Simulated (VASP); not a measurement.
A run of VASP 6.6.1 is set up as follows.

INCAR

```
PREC = Accurate ; ENCUT = 520
EDIFF = 1E-7 ; ISMEAR = -1
SIGMA = 0.13605693000000002 ; LREAL = False
LASPH = True ; NELM = 60
ALGO = Normal ; ISIF = 2
LWAVE = False ; LCHARG = True
GGA = CA ; LELF = True
LVHAR = True ; NBANDS = 10
```

KPOINTS

```
regular mesh
0
Gamma
  11 11 11
```

File POSCAR:

```
B
1.0
    0.0000000000      2.0018316553      2.0018316553
    2.0018316553      0.0000000000      2.0018316553
    2.0018316553      2.0018316553      0.0000000000
B
2
Direct
    0.0000000000      0.0000000000      0.0000000000
    0.2500000000      0.2500000000      0.2500000000
```

Potentials or basis: VASP PAW LDA potentials, release 64 (B).

The run is started by

```bash
$ cat potpaw_LDA.64/B/POTCAR > POTCAR
$ mpirun -np 1 vasp_std > vasp.out
```

Q: Estimate the pressure.

A: 0.2 GPa.

Q: Estimate the band gap on the k mesh.

A: Zero (band 3 reaches 8.22 eV, above the bottom of band 4 at 1.58 eV).
